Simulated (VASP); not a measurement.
A run of VASP 6.6.1 is set up as follows.

File INCAR:

```
SYSTEM = Rh
  PREC = Accurate
  ENCUT = 500
  EDIFF = 1E-6
  ISMEAR = -1
  SIGMA = 0.05
  LREAL = .False.
  LASPH = .True.
  NELM = 120
  ALGO = Normal
  ISIF = 2
  LWAVE = .False.
  LCHARG = .False.
  NBANDS = 14
  GGA_COMPAT = .False.
```

KPOINTS

```
Automatic mesh
0
Gamma
  17 17 17
  0 0 0
```

The input POSCAR:

```
Rh
1.0
    0.0000000000      1.6821955841      1.6821955841
    1.6821955841      0.0000000000      1.6821955841
    1.6821955841      1.6821955841      0.0000000000
Rh
1
Direct
    0.0000000000      0.0000000000      0.0000000000
```

Potentials or basis: VASP PAW LDA potentials, release 64 (Rh_pv).

Run with:

```console
$ cat potpaw_LDA.64/Rh_pv/POTCAR > POTCAR
$ mpirun -np 1 vasp_std > vasp.out
```

Task: Estimate the band gap on the k mesh.

Result: Zero (an odd number of electrons rules out a gap without spin polarisation).

Task: What does it give for the pressure?

Result: 238.1 GPa.

Caveat: the cell stands under pressure.
